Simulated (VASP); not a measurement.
Write the native input for VASP 6.6.1 that does the following.

```
Task                   : electric field gradients
Functional             : PBE
Potentials or basis    : VASP PAW PBE potentials, release 64 (Ba_sv, Ti_sv, O)
Cutoff                 : 520 eV
k mesh                 : 7 × 7 × 7
Occupations            : fermi-dirac, width 0.08 eV
Spin                   : no spin polarisation
Dipole correction      : no
Further INCAR settings : ALGO = Normal; EDIFF = 1e-08; NBANDS = 28
```

The structure of BaTiO3 lies in POSCAR:

```
BaTiO3
1.0
    3.9181485176      0.0000000000      0.0000000000
    0.0000000000      3.9181485176      0.0000000000
    0.0000000000      0.0000000000      3.9359769848
Ba Ti O
1 1 3
Direct
    0.0000000000      0.0000000000      0.0000000000
    0.5000000000      0.5000000000      0.4820000000
    0.5000000000      0.5000000000      0.0160000000
    0.5000000000      0.0000000000      0.5150000000
    0.0000000000      0.5000000000      0.5150000000
```

This cell differs from its parent crystal: volume scaled by 0.94.

The input as run:

INCAR

```
ALGO     = Normal         # electronic algorithm
EDIFF    = 1E-8           # SCF threshold, eV
ENCUT    = 520            # plane-wave cutoff, eV
GGA      = PE             # functional
ISIF     = 2              # what is computed and relaxed
ISMEAR   = -1             # smearing method
LASPH    = T              # aspherical terms in the spheres
LCHARG   = F              # write CHGCAR
LEFG     = T            
LREAL    = F              # projectors in reciprocal space
LWAVE    = F              # write WAVECAR
NBANDS   = 28             # bands
NELM     = 100            # most SCF steps
PREC     = Accurate       # precision mode
SIGMA    = 0.08           # smearing width, eV
```

KPOINTS

```
k-points
0
Gamma
  7 7 7
```

Potentials or basis: VASP PAW PBE potentials, release 64 (Ba_sv, Ti_sv, O).

Command:

```console
$ cat potpaw_PBE.64/Ba_sv/POTCAR potpaw_PBE.64/Ti_sv/POTCAR potpaw_PBE.64/O/POTCAR > POTCAR
$ mpirun -np 1 vasp_std > vasp.out
```

It gave:

```
Pressure               : 17.1 GPa
Largest force          : 0.461 eV/Å
Band gap on the k mesh : 2.01 eV, indirect (least direct gap 2.18 eV)
```

Caveat: without QUAD_EFG the Cq values of the log hold for a quadrupole moment of 1 mb, not for the nuclei; spin-orbit coupling is left out, which moves the levels of the heavy elements.

Wall time 80 s on 1 thread of Intel Xeon 6975P-C (shared host), peak memory 0.22 GiB.
